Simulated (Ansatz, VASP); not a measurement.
## Si: VASP beside Ansatz

The input POSCAR:

```
Si
1.0
    0.0000000000      2.7221188962      2.7221188962
    2.7221188962      0.0000000000      2.7221188962
    2.7221188962      2.7221188962      0.0000000000
Si
2
Direct
    0.0000000000      0.0000000000      0.0000000000
    0.2500000000      0.2500000000      0.2500000000
```

The input INCAR.step1:

```
PREC     = Accurate       # precision mode
ENCUT    = 520            # plane-wave cutoff, eV
ISMEAR   = 0              # smearing method
SIGMA    = 0.01           # smearing width, eV
LREAL    = False          # projectors in reciprocal space
LASPH    = True           # aspherical terms in the spheres
NELM     = 100            # most SCF steps
NBANDS   = 11             # bands
GGA      = PE             # functional
ALGO     = Normal         # electronic algorithm
EDIFF    = 1E-4           # SCF threshold, eV
LWAVE    = True           # write WAVECAR
LCHARG   = False          # write CHGCAR
```

File INCAR.step2:

```
PREC     = Accurate       # precision mode
ENCUT    = 520            # plane-wave cutoff, eV
EDIFF    = 1E-7           # SCF threshold, eV
ISMEAR   = 0              # smearing method
SIGMA    = 0.01           # smearing width, eV
LREAL    = False          # projectors in reciprocal space
LASPH    = True           # aspherical terms in the spheres
NELM     = 100            # most SCF steps
ALGO     = Normal         # electronic algorithm
ISIF     = 2              # what is computed and relaxed
LWAVE    = False          # write WAVECAR
LCHARG   = False          # write CHGCAR
METAGGA  = R2SCAN         # meta-GGA
LMIXTAU  = True         
NBANDS   = 11             # bands
ISTART   = 1
```

Contents of KPOINTS:

```
regular mesh
0
Gamma
  5 5 5
```

Input for Ansatz:

```yaml
crystal:
  lattice:
    - [0.0, 2.7221188962, 2.7221188962]
    - [2.7221188962, 0.0, 2.7221188962]
    - [2.7221188962, 2.7221188962, 0.0]
  atoms:
    - { symbol: Si, position: [0.0, 0.0, 0.0] }
    - { symbol: Si, position: [0.25, 0.25, 0.25] }
kpoints:
  mp_grid: { grid: [5, 5, 5] }
hamiltonian:
  xc: r2scan
scf:
  occupations: { method: fixed }
  n_extra_bands: 4
output:
  forces: true
  stress: true
  eigenvalues: true
```

Alike in both runs: task single point; functional r2SCAN; k mesh 5 × 5 × 5; no spin polarisation.

|  | VASP | Ansatz |
| --- | --- | --- |
| version | VASP 6.6.1 | Ansatz 0.2.0 |
| potentials or method | VASP PAW PBE potentials, release 64 (Si) | plane waves |
| plane-wave cutoff (eV) | 520 | 500 |
| occupations | gaussian, width 0.01 eV | fixed |
| valence electrons in the cell | 8 | 8 |

|  | VASP | Ansatz | Ansatz less VASP |
| --- | --- | --- | --- |
| gap on the k mesh at the Fermi level (eV) | 0.79 | 0.77 | -0.015 |
| pressure (GPa) | 0.0 | 0.2 | +0.24 |

VASP's potentials were made for PBE, not for r2SCAN.
